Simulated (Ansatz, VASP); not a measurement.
Ti2RuC3 in VASP and in Ansatz

```
CELL_PARAMETERS angstrom
3.10830 0.00000 0.00000
-1.55415 2.69187 0.00000
0.00000 0.00000 7.21988
ATOMIC_POSITIONS crystal
Ti 0.33333 0.66667 0.67332
Ti 0.66667 0.33333 0.32668
Ru 0.00000 0.00000 0.00000
C 0.00000 0.00000 0.50000
C 0.33333 0.66667 0.15981
C 0.66667 0.33333 0.84019
```

Alike in both runs: functional PBE; k mesh 12 × 12 × 4; occupations gaussian, width 0.1 eV; no spin polarisation.

Ansatz relaxed the structure, and its values are those at the end. VASP's run is a single point on that final structure, the one shown.

|  | VASP | Ansatz |
| --- | --- | --- |
| version | VASP 6.6.1 | Ansatz 0.2.0 |
| potentials or method | VASP PAW PBE potentials, release 64 (Ti_sv, Ru_pv, C), cutoff 520 eV | scalar-relativistic, plane waves, PAW |
| valence electrons in the cell | 50 | 52 |

|  | VASP | Ansatz | Ansatz less VASP |
| --- | --- | --- | --- |
| gap on the k mesh at the Fermi level (eV) | none | none | - |
| pressure (GPa) | 0.2 | 0.0 | -0.21 |
| rms of the force components (eV/Å) | 0.003 | 0.002 | -0.0013 |

A gap of «none» marks a metal or a gap that the smearing closes. With one functional, cell and mesh, what is left measures potentials, basis and numerics. VASP's potentials hold 50 valence electrons a cell and Ansatz's 52, so a difference there can come from the potentials and not from the codes.
